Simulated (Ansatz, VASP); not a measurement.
## Al in VASP and in Ansatz

INCAR

```
  PREC = Accurate
  ENCUT = 520
  EDIFF = 1E-7
  ISMEAR = -1
  SIGMA = 0.05
  LREAL = F
  LASPH = T
  NELM = 60
  ALGO = Normal
  ISIF = 2
  LWAVE = F
  LCHARG = T
  GGA = PS
  LELF = T
  LVHAR = T
  NBANDS = 8
```

Contents of KPOINTS:

```
Automatic mesh
0
Gamma
  14 14 14
```

POSCAR

```
Al
1.0
    0.0000000000      2.0506143701      2.0506143701
    2.0506143701      0.0000000000      2.0506143701
    2.0506143701      2.0506143701      0.0000000000
Al
1
Direct
    0.0000000000      0.0000000000      0.0000000000
```

Input for Ansatz:

```yaml
crystal:
  lattice:
    - [0.0, 2.0506143701, 2.0506143701]
    - [2.0506143701, 0.0, 2.0506143701]
    - [2.0506143701, 2.0506143701, 0.0]
  atoms:
    - { symbol: Al, position: [0.0, 0.0, 0.0] }
kpoints:
  mp_grid: { grid: [14, 14, 14] }
  band_path:
    path:
      - [0.0, 0.0, 0.0]
      - [0.5, 0.0, 0.5]
      - [0.625, 0.25, 0.625]
      - [0.375, 0.375, 0.75]
      - [0.0, 0.0, 0.0]
      - [0.5, 0.5, 0.5]
      - [0.5, 0.25, 0.75]
      - [0.5, 0.0, 0.5]
    npoints: 5
scf:
  occupations: { method: fermi_dirac, width: 0.05 }
hamiltonian:
  xc: pbesol
  pseudopotentials: { kind: all_electron, lapw: { basis_error: 0.001 } }
output:
  forces: true
  stress: true
  eigenvalues: true
```

Change from the starting cell: volume scaled by 1.04.

Alike in both runs: task single point; functional PBEsol; k mesh 14 × 14 × 14; occupations fermi-dirac, width 0.05 eV; no spin polarisation.

|  | VASP | Ansatz |
| --- | --- | --- |
| version | VASP 6.6.1 | Ansatz 0.2.0 |
| potentials or method | VASP PAW PBE potentials, release 64 (Al), cutoff 520 eV | all-electron LAPW, scalar-relativistic |

```tsv
	VASP	Ansatz	Ansatz less VASP
pressure (GPa)	-4.6	-4.7	-0.02
```

VASP's potentials were made for PBE, not for PBEsol. Ansatz ran all-electron here, and VASP with PAW potentials.
